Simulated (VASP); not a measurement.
# Cu (Fm-3m) in VASP: single point with PBEsol

Aim: the single point of Cu with PBEsol.

Program: VASP 6.6.1. These are calculated values, not measurements. Logs are shortened: lines on timing, memory, paths and dates and some standing lists are left out, and cuts for length are marked.

**1. The cell of the first run**

It takes space group Fm-3m (No. 225, cubic). The conventional cell has a = 3.563 Å, b = 3.563 Å, c = 3.563 Å, α = 90.00°, β = 90.00°, γ = 90.00°. Cu (site symmetry m-3m) has 12 Cu at 2.52 Å within 3.3 Å.

**2. Single point, PBEsol**

Contents of INCAR:

```
PREC     = Accurate       # precision mode
ENCUT    = 600            # plane-wave cutoff, eV
EDIFF    = 1E-6           # SCF threshold, eV
ISMEAR   = 0              # smearing method
SIGMA    = 0.1            # smearing width, eV
LREAL    = F              # projectors in reciprocal space
LASPH    = T              # aspherical terms in the spheres
NELM     = 120            # most SCF steps
ALGO     = Normal         # electronic algorithm
ISIF     = 2              # what is computed and relaxed
LWAVE    = F              # write WAVECAR
LCHARG   = F              # write CHGCAR
GGA      = PS             # functional
NBANDS   = 12             # bands
GGA_COMPAT= F
```

Contents of KPOINTS:

```
Automatic mesh
0
Gamma
  8 8 8
```

Contents of POSCAR:

```
Cu
1.0
    0.0000000000      1.7816373414      1.7816373414
    1.7816373414      0.0000000000      1.7816373414
    1.7816373414      1.7816373414      0.0000000000
Cu
1
Direct
    0.0000000000      0.0000000000      0.0000000000
```

Potentials or basis: VASP PAW PBE potentials, release 64 (Cu).

Launch:

```bash
> cat potpaw_PBE.64/Cu/POTCAR > POTCAR
> mpirun -np 1 vasp_std > vasp.out
```

OUTCAR:

```text
PREC = Accurate
   ENCUT = 600
   EDIFF = 1E-6
   ISMEAR = 0
   LREAL = F
   LASPH = T
   NELM = 120
   ISIF = 2
   GGA = PS

 ion  position               nearest neighbor table
   1  0.000  0.000  0.000-

  LATTYP: Found a face centered cubic cell.
 ALAT       =     3.5632746828

  Lattice vectors:

 A1 = (   0.0000000000,   1.7816373414,   1.7816373414)
 A2 = (   1.7816373414,   0.0000000000,   1.7816373414)
 A3 = (   1.7816373414,   1.7816373414,   0.0000000000)

Analysis of symmetry for initial positions (statically):
=====================================================================
 Subroutine PRICEL returns:
 Original cell was already a primitive cell.

 Routine SETGRP: Setting up the symmetry group for a
 face centered cubic supercell.

 Subroutine GETGRP returns: Found 48 space group operations
 (whereof 48 operations were pure point group operations)
 out of a pool of 48 trial point group operations.

The static configuration has the point symmetry O_h .

Analysis of symmetry for dynamics (positions and initial velocities):
=====================================================================
 Subroutine PRICEL returns:
 Original cell was already a primitive cell.

 Routine SETGRP: Setting up the symmetry group for a
 face centered cubic supercell.

 Subroutine GETGRP returns: Found 48 space group operations
 (whereof 48 operations were pure point group operations)
 out of a pool of 48 trial point group operations.

The dynamic configuration has the point symmetry O_h .

 Subroutine INISYM returns: Found 48 space group operations
 (whereof 48 operations are pure point group operations),
 and found     1 'primitive' translations

----------------------------------------------------------------------------------------

                                     Primitive cell

  volume of cell :      11.3107

  direct lattice vectors                    reciprocal lattice vectors
     0.000000000  1.781637341  1.781637341    -0.280640728  0.280640728  0.280640728
     1.781637341  0.000000000  1.781637341     0.280640728 -0.280640728  0.280640728
     1.781637341  1.781637341  0.000000000     0.280640728  0.280640728 -0.280640728

  length of vectors
     2.519615691  2.519615691  2.519615691     0.486083999  0.486083999  0.486083999

  position of ions in fractional coordinates (direct lattice)
     0.000000000  0.000000000  0.000000000

  ion indices of the primitive-cell ions
   primitive index   ion index
                 1           1

----------------------------------------------------------------------------------------

 KPOINTS: Automatic mesh

Automatic generation of k-mesh.
 Grid dimensions read from file:
 generate k-points for:    8    8    8

 Generating k-lattice:

  Cartesian coordinates                     Fractional coordinates (reciprocal lattice)
    -0.035080091  0.035080091  0.035080091     0.125000000  0.000000000  0.000000000
     0.035080091 -0.035080091  0.035080091     0.000000000  0.125000000  0.000000000
     0.035080091  0.035080091 -0.035080091     0.000000000  0.000000000  0.125000000

  Length of vectors
     0.060760500  0.060760500  0.060760500

  Shift w.r.t. Gamma in fractional coordinates (k-lattice)
     0.000000000  0.000000000  0.000000000

 Subroutine IBZKPT returns following result:
 ===========================================

 Found     29 irreducible k-points:

 Following reciprocal coordinates:
            Coordinates               Weight
  0.000000  0.000000  0.000000      1.000000
  0.125000  0.000000  0.000000      8.000000
  0.250000  0.000000  0.000000      8.000000
  0.375000  0.000000  0.000000      8.000000
  0.500000  0.000000  0.000000      4.000000
  0.125000  0.125000  0.000000      6.000000
[... 16 lines left out ...]
  0.500000  0.250000  0.125000     48.000000
 -0.375000  0.250000  0.125000     24.000000
 [... further k-points ...]
   k-points           NKPTS =     29   k-points in BZ     NKDIM =     29   number of bands    NBANDS=     12
   number of dos      NEDOS =    301   number of ions     NIONS =      1
   total plane-waves  NPLWV =   8000
   dimension x,y,z NGX =    20 NGY =   20 NGZ =   20
   dimension x,y,z NGXF=    40 NGYF=   40 NGZF=   40
   ions per type =               1
   NGX,Y,Z   is equivalent  to a cutoff of  13.20, 13.20, 13.20 a.u.
   NGXF,Y,Z  is equivalent  to a cutoff of  26.39, 26.39, 26.39 a.u.
 SYSTEM =  unknown system
   PREC   = accura    normal or accurate (medium, high low for compatibility)
   ISTART =      0    job   : 0-new  1-cont  2-samecut
   ICHARG =      2    charge: 1-file 2-atom 10-const
   ISPIN  =      1    spin polarized calculation?
   LNONCOLLINEAR =      F non collinear calculations
   LSORBIT =      F    spin-orbit coupling
   LASPH  =      T    aspherical Exc in radial PAW
   ENCUT  =  600.0 eV  44.10 Ry    6.64 a.u.   5.03  5.03  5.03*2*pi/ulx,y,z
   NELM   =    120;   NELMIN=  2; NELMDL= -5     # of ELM steps
   EDIFF  = 0.1E-05   stopping-criterion for ELM
   LREAL  =      F    real-space projection
   EDIFFG = 0.1E-04   stopping-criterion for IOM
   NSW    =      0    number of steps for IOM
   IBRION =     -1    ionic relax: 0-MD 1-quasi-New 2-CG
   NFREE  =      0    steps in history (QN), initial steepest desc. (CG)
   ISIF   =      2    stress and relaxation
   ISYM   =      2    0-nonsym 1-usesym 2-fastsym
   POTIM  = 0.5000    time-step for ionic-motion
   TEBEG  =    0.0;   TEEND  =   0.0 temperature during run
   PSTRESS=    0.0 pullay stress
   NELECT =      11.0000    total number of electrons
   NUPDOWN=      -1.0000    fix difference up-down
   EMIN   =  10.00;   EMAX   =-10.00  energy-range for DOS
   EFERMI =   0.00;   METHOD = LEGACY
   ISMEAR =     0;   SIGMA  =   0.10  broadening in eV -4-tet -1-fermi 0-gaus
   EFERMI_NEDOS =   21; number of points for ismear=-14 and -15
   IALGO  =     38    algorithm
   IMIX   =      4    mixing-type and parameters
     AMIX     =   0.40;   BMIX     =  1.00
     AMIX_MAG =   1.60;   BMIX_MAG =  1.00
  volume/ion in A,a.u.               =      11.31        76.33
  Fermi-wavevector in a.u.,A,eV,Ry     =   1.621971  3.065081 35.794070  2.630790
  Thomas-Fermi vector in A             =   2.715660
   LORBIT       =      0    0 simple, 1 ext, 2 COOP (PROOUT), +10 PAW based schemes
   GGA     = PS    functional components
   LHFCALC =     F    Hartree Fock is set to
   AEXX    =    0.0000 exact exchange contribution
   IVDW    =     0    specifies the selected vdW correction
   LEPSILON=     F    determine dielectric tensor
   LRPA    =     F    only Hartree local field effects (RPA)
 non-spin polarized calculation
 Gauss-broadening in eV      SIGMA  =   0.10
  energy-cutoff  :      600.00
  volume of cell :       11.31
 maximum number of plane-waves:       391
   NGX =  9   NGY =  9   NGZ =  9

 number of electron      11.0000013 magnetization

 Free energy of the ion-electron system (eV)
  ---------------------------------------------------
  ext. energy  EPLUGINS =         0.00000000
  ---------------------------------------------------
  free energy    TOTEN  =        -4.27527407 eV

  energy without entropy =       -4.27188533  energy(sigma->0) =       -4.27357970

 E-fermi :   7.8894     XC(G=0): -13.1610

 val. band max:        7.8170229835   @ k =   0.5000   0.2500   0.1250
 cond. band min:       8.0433281025   @ k =   0.5000   0.1250   0.0000
 fundamental gap:      0.2263051190
 Fermi energy:         7.8893971330

 k-point     1 :       0.0000    0.0000    0.0000
  band No.  band energies     occupation
      1      -1.7769      2.00000
      2       4.7963      2.00000
      3       4.7963      2.00000
      4       4.7963      2.00000
      5       5.6869      2.00000
      6       5.6869      2.00000
      7      30.8743      0.00000
      8      33.8285      0.00000
      9      33.8285      0.00000
     10      33.8285      0.00000
     11      36.3497      0.00000
     12      36.3497      0.00000

 k-point     2 :       0.1250    0.0000    0.0000
  band No.  band energies     occupation
      1      -1.1961      2.00000
      2       4.6769      2.00000
      3       4.8964      2.00000
      4       4.8964      2.00000
      5       5.6550      2.00000
      6       5.6550      2.00000
      7      27.2002      0.00000
      8      31.5992      0.00000
      9      32.6130      0.00000
     10      32.6130      0.00000
     11      38.2270      0.00000
     12      38.2421      0.00000

 k-point     3 :       0.2500    0.0000    0.0000
  band No.  band energies     occupation
      1       0.4070      2.00000
      2       4.5166      2.00000
      3       4.9646      2.00000
      4       4.9646      2.00000
      5       5.7726      2.00000
      6       5.7726      2.00000
      7      20.7312      0.00000
      8      30.8023      0.00000
      9      31.3887      0.00000
     10      31.3887      0.00000
     11      37.1174      0.00000
     12      37.1174      0.00000
[... 286 lines left out ...]
 k-point    23 :       0.5000    0.2500    0.1250
  band No.  band energies     occupation
      1       3.0909      2.00000
      2       4.1580      2.00000
      3       4.4998      2.00000
      4       5.3845      2.00000
      5       6.0429      2.00000
      6       7.8170      1.69394
      7      16.1819      0.00000
      8      21.7601      0.00000
      9      24.7593      0.00000
     10      32.4013      0.00000
     11      36.0179      0.00000
     12      39.9925      0.00000

 k-point    24 :      -0.3750    0.2500    0.1250
  band No.  band energies     occupation
      1       3.4172      2.00000
      2       4.1506      2.00000
      3       4.7094      2.00000
      4       5.2760      2.00000
      5       6.2329      2.00000
      6      10.0734      0.00000
      7      12.3970      0.00000
      8      22.4471      0.00000
      9      22.9672      0.00000
     10      32.0854      0.00000
     11      35.9112      0.00000
     12      43.4618      0.00000

 [... further k-points ...]
[... 5 lines left out ...]
  --------------------------------------------------------------------------------------
  -------------------------------------------------------------------------------------
  Total        0.1241771      0.1241771      0.1241771     -0.0000000     -0.0000000      0.0000000
  in kB       17.5899352     17.5899352     17.5899352     -0.0000000     -0.0000000      0.0000000
  external PRESSURE =      17.5899352 kB  Pullay stress =       0.0000000 kB

 VOLUME and BASIS-vectors are now :
 -----------------------------------------------------------------------------
  energy-cutoff  :      600.00
  volume of cell :       11.31
      direct lattice vectors                 reciprocal lattice vectors
     0.000000000  1.781637341  1.781637341    -0.280640728  0.280640728  0.280640728
     1.781637341  0.000000000  1.781637341     0.280640728 -0.280640728  0.280640728
     1.781637341  1.781637341  0.000000000     0.280640728  0.280640728 -0.280640728

 POSITION                                       TOTAL-FORCE (eV/Angst)
 -----------------------------------------------------------------------------------
      0.00000      0.00000      0.00000         0.000000      0.000000      0.000000
 -----------------------------------------------------------------------------------
    total drift:                                0.000000      0.000000      0.000000

  FREE ENERGIE OF THE ION-ELECTRON SYSTEM (eV)
  ---------------------------------------------------
  free  energy   TOTEN  =        -4.2752740656 eV

  energy  without entropy=       -4.2718853297  energy(sigma->0) =       -4.27357970
```

It took 8.6 s on 1 thread of Intel Xeon 8259CL, shared host; peak memory 0.13 GiB.

What came out:

- Free energy: -4.2753 eV
- Pressure: 1.8 GPa

Levels at points of the mesh, in eV from the Fermi level:
| k point | band 2 | band 3 | band 4 | band 5 | band 6 | band 7 | band 8 | band 9 | band 10 | band 11 |
| --- | --- | --- | --- | --- | --- | --- | --- | --- | --- | --- |
| (0.00, 0.00, 0.00) | -3.09 | -3.09 | -3.09 | -2.20 | -2.20 | 22.98 | 25.94 | 25.94 | 25.94 | 28.46 |
| (0.50, 0.00, 0.00) | -3.13 | -3.13 | -1.60 | -1.60 | -1.11 | 4.02 | 21.46 | 22.75 | 22.75 | 25.72 |
| (0.50, 0.50, 0.00) | -4.59 | -1.61 | -1.44 | -1.44 | 1.48 | 7.47 | 13.43 | 13.43 | 18.06 | 21.03 |

Caveat: the k points lie up to 0.38 Å⁻¹ apart; the PAW data sets were made with another functional, which shifts forces and pressure a little.
